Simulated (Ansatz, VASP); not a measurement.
ZnSe: VASP beside Ansatz

```
Zn Se
1.0
     0.00000    2.83380    2.83380
     2.83380    0.00000    2.83380
     2.83380    2.83380    0.00000
Zn Se
1 1
Direct
  0.00000 0.00000 0.00000
  0.25000 0.25000 0.25000
```

Alike in both runs: task electric field gradients; functional PBE; k mesh 13 × 13 × 13; occupations fermi-dirac, width 0.02 eV; no spin polarisation.

|  | VASP | Ansatz |
| --- | --- | --- |
| version | VASP 6.6.1 | Ansatz 0.2.0 |
| potentials or method | VASP PAW PBE potentials, release 64 (Zn, Se) | plane-wave PAW, scalar-relativistic |
| plane-wave cutoff (eV) | 520 | 420 |
| valence electrons in the cell | 18 | 28 |

VASP gave:

* gap on the k mesh at the Fermi level (eV): 1.29
* pressure (GPa): 2.3

**Question.** Which values does Ansatz return?

**Answer.** gap on the k mesh at the Fermi level (eV): 1.29; pressure (GPa): 2.1.

The functional is the same, so the differences come from potentials, cutoffs and numerics. VASP's potentials hold 18 valence electrons a cell and Ansatz's 28, so a difference there can come from the potentials and not from the codes.
